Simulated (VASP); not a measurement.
Here is a VASP 6.6.1 calculation.

The input INCAR:

```
SYSTEM = MgO
  PREC = Accurate
  ENCUT = 520
  EDIFF = 1E-7
  ISMEAR = 0
  SIGMA = 0.02
  LREAL = .FALSE.
  LASPH = .TRUE.
  NELM = 80
  ALGO = Normal
  ISIF = 2
  LWAVE = .FALSE.
  LCHARG = .TRUE.
  GGA = PS
  LELF = .TRUE.
  LVHAR = .TRUE.
  NBANDS = 11
```

KPOINTS

```
Automatic mesh
0
G
  10 10 10
  0 0 0
```

POSCAR

```
MgO
1.0
    0.0000000000      2.1071294686      2.1071294686
    2.1071294686      0.0000000000      2.1071294686
    2.1071294686      2.1071294686      0.0000000000
Mg O
1 1
Direct
    0.0000000000      0.0000000000      0.0000000000
    0.5000000000      0.5000000000      0.5000000000
```

Potentials or basis: VASP PAW PBE potentials, release 64 (Mg, O).

Launch:

```sh
$ cat potpaw_PBE.64/Mg/POTCAR potpaw_PBE.64/O/POTCAR > POTCAR
$ mpirun -np 1 vasp_std > vasp.out
```

Task: What does it give for the pressure?

Result: -0.5 GPa.

Task: Estimate the band gap on the k mesh.

Result: 4.62 eV, direct.

Caveat: the PAW data sets were made with another functional, which shifts forces and pressure a little.

**The experiment to reproduce.**

“Electronic structure of alkaline earth and post-transition metal oxides”, 2009, arxiv:0908.1581 quotes, for a bulk crystal of MgO: band gap 7.83 eV.

Measured gap of MgO: 7.83 eV (quoted in “Electronic structure of alkaline earth and post-transition metal oxides”, 2009, arxiv:0908.1581). This calculation gives 4.62 eV (-3.21 eV). The value is that of PBEsol, without temperature or zero-point motion. Semilocal functionals fall short of measured gaps as a rule.
